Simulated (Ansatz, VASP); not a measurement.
## SnSe: VASP beside Ansatz

```
CELL_PARAMETERS angstrom
0.00000 2.94665 2.94665
2.94665 0.00000 2.94665
2.94665 2.94665 0.00000
ATOMIC_POSITIONS crystal
Sn 0.00000 0.00000 0.00000
Se 0.50000 0.50000 0.50000
```

Alike in both runs: task single point; functional LDA; k mesh 8 × 8 × 8; occupations gaussian, width 0.02 eV; no spin polarisation.

```csv
,VASP,Ansatz
version,VASP 6.6.1,Ansatz 0.2.0
potentials or method,"VASP PAW LDA potentials, release 64 (Sn_d, Se), cutoff 520 eV","scalar-relativistic, plane waves, PAW"
valence electrons in the cell,20,30
```

```tsv
	VASP	Ansatz	Ansatz less VASP
gap on the k mesh at the Fermi level (eV)	0.77	0.78	+0.010
least direct gap on the mesh (eV)	0.92	0.89	-0.021
pressure (GPa)	0.1	0.0	-0.14
```

LDA's correlation is that of Perdew and Zunger in VASP and of Perdew and Wang (1992) in Ansatz. VASP's potentials hold 20 valence electrons a cell and Ansatz's 30, so a difference there can come from the potentials and not from the codes.
